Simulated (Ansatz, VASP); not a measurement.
One calculation of MgSe5, two programs

Contents of INCAR:

```
ALGO = Normal
EDIFF = 1E-6
EDIFFG = -0.01
ENCUT = 600
GGA = PE
IBRION = 2
ISIF = 3
ISMEAR = 0
LASPH = True
LCHARG = False
LREAL = False
LWAVE = False
NELM = 80
NSW = 100
PREC = Accurate
SIGMA = 0.1
```

The input KPOINTS:

```
k-points
0
Gamma
  8 8 8
```

The input POSCAR:

```
MgSe5
1.0
    0.0000000000      4.0696253077      4.0696253077
    4.0696253077      0.0000000000      4.0696253077
    4.0696253077      4.0696253077      0.0000000000
Mg Se
1 5
Direct
    0.0000000000      0.0000000000      0.0000000000
    0.2500000000      0.2500000000      0.2500000000
    0.6235230617      0.6235230617      0.6235230617
    0.1294308148      0.6235230617      0.6235230617
    0.6235230617      0.6235230617      0.1294308148
    0.6235230617      0.1294308148      0.6235230617
```

Input for Ansatz:

```yaml
crystal:
  lattice:
    - [0.0, 4.0696253077, 4.0696253077]
    - [4.0696253077, 0.0, 4.0696253077]
    - [4.0696253077, 4.0696253077, 0.0]
  atoms:
    - { symbol: Mg, position: [0.0, 0.0, 0.0] }
    - { symbol: Se, position: [0.25, 0.25, 0.25] }
    - { symbol: Se, position: [0.6235230617, 0.6235230617, 0.6235230617] }
    - { symbol: Se, position: [0.1294308148, 0.6235230617, 0.6235230617] }
    - { symbol: Se, position: [0.6235230617, 0.6235230617, 0.1294308148] }
    - { symbol: Se, position: [0.6235230617, 0.1294308148, 0.6235230617] }
basis:
  ecutwfc: 420
kpoints:
  mp_grid: { grid: [8, 8, 8] }
hamiltonian:
  xc: pbe
scf:
  occupations: { method: gaussian, width: 0.1 }
output:
  forces: true
  stress: true
  eigenvalues: true
relax:
  adjacent_minimum: "off"
  f_tol: 0.01
  max_steps: 80
  cell: { stress_tol: 0.05 }
```

Change from the starting cell: species swapped into the ZrCu5 type (F-43m, No. 216).

Alike in both runs: task relaxation of cell and atoms; functional PBE; k mesh 8 × 8 × 8; occupations gaussian, width 0.1 eV; no spin polarisation.

|  | VASP | Ansatz |
| --- | --- | --- |
| version | VASP 6.6.1 | Ansatz 0.2.0 |
| potentials or method | VASP PAW PBE potentials, release 64 (Mg, Se), cutoff 600 eV | scalar-relativistic, plane waves, PAW |
| valence electrons in the cell | 32 | 90 |

```tsv
	VASP	Ansatz	Ansatz less VASP
gap on the k mesh at the Fermi level, each at its own relaxed structure (eV)	none	none	-
relaxed volume (Å³/atom)	22.10	22.10	+0.009
relaxed cell length with the largest relative difference (Å)	5.723	5.724	+0.0008
```

A gap of «none» marks a metal or a gap that the smearing closes. VASP's potentials hold 32 valence electrons a cell and Ansatz's 90, so a difference there can come from the potentials and not from the codes.
